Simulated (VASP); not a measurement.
# Zn (P6_3/mmc) in VASP: notebook, part 3 of 3

VASP 6.6.1. Earlier steps stand in the parts before.

## (5) Single point, PBE (volume scaled by 0.91, then relaxed in part)

INCAR

```
ALGO = Normal ; EDIFF = 1E-6
ENCUT = 520 ; GGA = PE
ISIF = 2 ; ISMEAR = 0
LASPH = T ; LCHARG = F
LREAL = F ; LWAVE = F
NBANDS = 19 ; NELM = 100
PREC = Accurate ; SIGMA = 0.1
```

KPOINTS

```
k-points
0
Gamma
  18 18 8
```

POSCAR

```
Zn
1.0
    2.6059965657      0.0000000000      0.0000000000
   -1.3029982828      2.2568592280      0.0000000000
    0.0000000000      0.0000000000      4.7465007988
Zn
2
Direct
    0.3333333333      0.6666666667      0.2500000000
    0.6666666667      0.3333333333      0.7500000000
```

Potentials or basis: VASP PAW PBE potentials, release 64 (Zn).

Started as:

```sh
cat potpaw_PBE.64/Zn/POTCAR > POTCAR
mpirun -np 1 vasp_std > vasp.out
```

OUTCAR:

```text
EDIFF = 1E-6
   ENCUT = 520
   GGA = PE
   ISIF = 2
   ISMEAR = 0
   LASPH = T
   LREAL = F
   NELM = 100
   PREC = Accurate

 ion  position               nearest neighbor table
   1  0.333  0.667  0.250-   2 2.81   2 2.81   2 2.81   2 2.81   2 2.81   2 2.81
   2  0.667  0.333  0.750-   1 2.81   1 2.81   1 2.81   1 2.81   1 2.81   1 2.81

  LATTYP: Found a hexagonal cell.
 ALAT       =     2.6059965657
 C/A-ratio  =     1.8213764597

  Lattice vectors:

 A1 = (   2.6059965657,   0.0000000000,   0.0000000000)
 A2 = (  -1.3029982828,   2.2568592280,   0.0000000000)
 A3 = (   0.0000000000,   0.0000000000,   4.7465007988)

Analysis of symmetry for initial positions (statically):
=====================================================================
 Subroutine PRICEL returns:
 Original cell was already a primitive cell.

 Routine SETGRP: Setting up the symmetry group for a
 hexagonal supercell.

 Subroutine GETGRP returns: Found 24 space group operations
 (whereof 12 operations were pure point group operations)
 out of a pool of 24 trial point group operations.

The static configuration has the point symmetry D_3d.
 The point group associated with its full space group is D_6h.

Analysis of symmetry for dynamics (positions and initial velocities):
=====================================================================
 Subroutine PRICEL returns:
 Original cell was already a primitive cell.

 Routine SETGRP: Setting up the symmetry group for a
 hexagonal supercell.

 Subroutine GETGRP returns: Found 24 space group operations
 (whereof 12 operations were pure point group operations)
 out of a pool of 24 trial point group operations.

The dynamic configuration has the point symmetry D_3d.
[... 112 lines left out ...]
   NUPDOWN=      -1.0000    fix difference up-down
   EMIN   =  10.00;   EMAX   =-10.00  energy-range for DOS
   EFERMI =   0.00;   METHOD = LEGACY
   ISMEAR =     0;   SIGMA  =   0.10  broadening in eV -4-tet -1-fermi 0-gaus
   EFERMI_NEDOS =   21; number of points for ismear=-14 and -15
   IALGO  =     38    algorithm
   IMIX   =      4    mixing-type and parameters
     AMIX     =   0.40;   BMIX     =  1.00
     AMIX_MAG =   1.60;   BMIX_MAG =  1.00
  volume/ion in A,a.u.               =      13.96        94.19
  Fermi-wavevector in a.u.,A,eV,Ry     =   1.556663  2.941667 32.969636  2.423200
  Thomas-Fermi vector in A             =   2.660426
   LORBIT       =      0    0 simple, 1 ext, 2 COOP (PROOUT), +10 PAW based schemes
   GGA     = PE    functional components
   LHFCALC =     F    Hartree Fock is set to
   AEXX    =    0.0000 exact exchange contribution
   IVDW    =     0    specifies the selected vdW correction
   LEPSILON=     F    determine dielectric tensor
   LRPA    =     F    only Hartree local field effects (RPA)
 non-spin polarized calculation
 Gauss-broadening in eV      SIGMA  =   0.10
  energy-cutoff  :      520.00
  volume of cell :       27.92
 maximum number of plane-waves:       774
 NGX is ok and might be reduce to    20
   NGX =  9   NGY =  9   NGZ = 17

 number of electron      24.0000013 magnetization

 Free energy of the ion-electron system (eV)
  ---------------------------------------------------
  ext. energy  EPLUGINS =         0.00000000
  ---------------------------------------------------
  free energy    TOTEN  =        -2.16201134 eV

  energy without entropy =       -2.16016554  energy(sigma->0) =       -2.16108844

 E-fermi :   3.8806     XC(G=0): -12.0119

 val. band max:        3.8618809865   @ k =   0.3889   0.0000   0.0000
 cond. band min:       3.9583203513   @ k =   0.3333   0.1667   0.1250
 fundamental gap:      0.0964393647
 Fermi energy:         3.8806309539

 k-point     1 :       0.0000    0.0000    0.0000
  band No.  band energies     occupation
      1      -7.3521      2.00000
      2      -5.2291      2.00000
      3      -4.4005      2.00000
      4      -4.1597      2.00000
      5      -4.1597      2.00000
      6      -4.0946      2.00000
[... 505 lines left out ...]
      6      -4.0102      2.00000
[... 11 lines left out ...]
     18      17.6435      0.00000
     19      18.6379      0.00000

 [... further k-points ...]

------------------------ aborting loop because EDIFF is reached ----------------------------------------

  FORCE on cell =-STRESS in cart. coord.  units (eV):
  Direction    XX          YY          ZZ          XY          YZ          ZX
  --------------------------------------------------------------------------------------
  -------------------------------------------------------------------------------------
  Total        1.3279827      1.3279827      1.2792983      0.0000000     -0.0000000     -0.0000000
  in kB       76.2168733     76.2168733     73.4227318      0.0000000     -0.0000000     -0.0000000
  external PRESSURE =      75.2854928 kB  Pullay stress =       0.0000000 kB

 VOLUME and BASIS-vectors are now :
 -----------------------------------------------------------------------------
  energy-cutoff  :      520.00
  volume of cell :       27.92
      direct lattice vectors                 reciprocal lattice vectors
     2.605996566  0.000000000  0.000000000     0.383730360  0.221546827  0.000000000
    -1.302998283  2.256859228  0.000000000     0.000000000  0.443093653  0.000000000
     0.000000000  0.000000000  4.746500799     0.000000000  0.000000000  0.210681519

 POSITION                                       TOTAL-FORCE (eV/Angst)
 -----------------------------------------------------------------------------------
     -0.00000      1.50457      1.18663         0.000000     -0.000000      0.000000
      1.30300      0.75229      3.55988        -0.000000      0.000000      0.000000
 -----------------------------------------------------------------------------------
    total drift:                               -0.000000      0.000000     -0.000000

  FREE ENERGIE OF THE ION-ELECTRON SYSTEM (eV)
  ---------------------------------------------------
  free  energy   TOTEN  =        -2.1620113371 eV

  energy  without entropy=       -2.1601655385  energy(sigma->0) =       -2.16108844
```

OSZICAR:

```text
N       E                     dE             d eps       ncg     rms          rms(c)
DAV:   1     0.112218842726E+03    0.11222E+03   -0.12310E+04  7350   0.204E+03
DAV:   2     0.269999721597E+01   -0.10952E+03   -0.10556E+03  7060   0.298E+02
DAV:   3    -0.238783099414E+01   -0.50878E+01   -0.50644E+01  7894   0.702E+01
DAV:   4    -0.241675945493E+01   -0.28928E-01   -0.28921E-01  7723   0.539E+00
DAV:   5    -0.241679294404E+01   -0.33489E-04   -0.33489E-04  7653   0.166E-01    0.483E+00
DAV:   6    -0.217997661414E+01    0.23682E+00   -0.87028E-01  7824   0.205E+01    0.348E+00
DAV:   7    -0.216765920484E+01    0.12317E-01   -0.30539E-02  8884   0.302E+00    0.176E+00
DAV:   8    -0.216201224368E+01    0.56470E-02   -0.16671E-03  9897   0.672E-01    0.474E-02
DAV:   9    -0.216200864265E+01    0.36010E-05   -0.22569E-04  9596   0.199E-01    0.341E-02
DAV:  10    -0.216201158188E+01   -0.29392E-05   -0.23110E-05  7437   0.562E-02    0.324E-03
DAV:  11    -0.216201133708E+01    0.24480E-06   -0.74665E-08  4514   0.321E-03
   1 F= -.21620113E+01 E0= -.21610884E+01  d E =-.184580E-02
```

stdout:

```text
POSCAR found type information on POSCAR Zn
 POSCAR found :  1 types and       2 ions
 scaLAPACK will be used
 LDA part: xc-table for (Slater+PW92), standard interpolation
 POSCAR, INCAR and KPOINTS ok, starting setup
 FFT: planning ... GRIDC
 FFT: planning ... GRID_SOFT
 FFT: planning ... GRID
 WAVECAR not read
 entering main loop
```

It took 29 s on 1 thread of Intel Xeon 6975P-C (Granite Rapids), shared host; peak memory 0.2 GiB.

What came out:

```
Free energy            : -2.1620 eV
Pressure               : 7.5 GPa
Band gap on the k mesh : zero (band 12 reaches 5.33 eV, above the bottom of band 13 at 1.02 eV)
```

Stress tensor (GPa, compression positive):
```
7.62 0.00 0.00
0.00 7.62 0.00
0.00 0.00 7.34
```

Levels at points of the mesh, in eV from the Fermi level:
| k point | band 9 | band 10 | band 11 | band 12 | band 13 | band 14 | band 15 | band 16 |
| --- | --- | --- | --- | --- | --- | --- | --- | --- |
| (0.00, 0.00, 0.00) | -7.63 | -7.36 | -7.36 | -4.11 | -2.86 | 14.98 | 18.05 | 18.05 |
| (0.50, 0.00, 0.00) | -7.18 | -7.15 | -3.31 | -2.44 | 2.85 | 3.51 | 4.62 | 5.82 |
| (0.00, 0.00, 0.50) | -7.47 | -7.47 | -7.47 | -7.47 | 5.13 | 5.13 | 19.50 | 19.50 |
| (0.50, 0.00, 0.50) | -7.16 | -7.16 | -2.30 | -2.30 | 0.12 | 0.12 | 10.87 | 10.87 |

Caveat: the cell differs from its parent crystal (volume scaled by 0.91, then relaxed in part).

## (6) Single point, PBE

This run uses another cell than the first one, of 13.96 Å³/atom, 0.911 times its volume.

INCAR

```
SYSTEM = Zn
ALGO = Fast
EDIFF = 1E-6
ENCUT = 520
GGA = PE
ISIF = 2
ISMEAR = 0
LASPH = .TRUE.
LCHARG = .FALSE.
LREAL = .FALSE.
LWAVE = .FALSE.
NBANDS = 19
NELM = 100
PREC = Accurate
SIGMA = 0.1
```

KPOINTS

```
k-points
0
G
  18 18 8
  0 0 0
```

POSCAR is that of step 5.

Potentials or basis: VASP PAW PBE potentials, release 64 (Zn).

Started as:

```sh
cat potpaw_PBE.64/Zn/POTCAR > POTCAR
mpirun -np 1 vasp_std > vasp.out
```

Run time: 32 s. Hardware: 1 thread of Intel Xeon 6975P-C (Granite Rapids), shared host; peak memory 0.19 GiB.

The run converged. Its results:

```yaml
Free_energy: -2.1620 eV
Pressure: 7.4 GPa
Band_gap_on_the_k_mesh: zero (band 12 reaches 5.33 eV, above the bottom of band 13 at 1.02 eV)
```

Stress tensor (GPa, compression positive):
```
7.54 0.00 0.00
0.00 7.54 0.00
0.00 0.00 7.25
```

Levels at points of the mesh, in eV from the Fermi level:
| k point | band 10 | band 11 | band 12 | band 13 | band 14 | band 15 |
| --- | --- | --- | --- | --- | --- | --- |
| (0.00, 0.00, 0.00) | -7.36 | -7.36 | -4.11 | -2.86 | 14.98 | 18.05 |
| (0.50, 0.00, 0.00) | -7.15 | -3.31 | -2.44 | 2.85 | 3.51 | 4.62 |
| (0.00, 0.00, 0.50) | -7.47 | -7.47 | -7.47 | 5.13 | 5.13 | 19.50 |
| (0.50, 0.00, 0.50) | -7.16 | -2.30 | -2.30 | 0.12 | 0.12 | 10.87 |

## (7) Summary

```csv
cell,k mesh,gap on the mesh (eV),pressure (GPa)
"a = 2.670, b = 2.670, c = 4.966 Å, angles 90.0, 90.0, 120.0°, 2 atoms",6 × 6 × 4,none,0.9
"a = 2.633, b = 2.633, c = 5.108 Å, angles 90.0, 90.0, 120.0°, 2 atoms",18 × 18 × 8,none,0.3
"a = 2.588, b = 2.588, c = 4.655 Å, angles 90.0, 90.0, 120.0°, 2 atoms",18 × 18 × 8,none,11.3
"a = 2.606, b = 2.606, c = 4.747 Å, angles 90.0, 90.0, 120.0°, 2 atoms",18 × 18 × 8,none,7.4
```

Alike in all rows: task single point; level PBE; potentials or basis VASP PAW PBE potentials, release 64 (Zn); no spin polarisation; cutoff (eV) 520; smearing gaussian 0.1 eV.

Caveats: some runs use coarse meshes.

Total energies depend on the potentials used, so only differences within one code and one set of settings carry meaning.
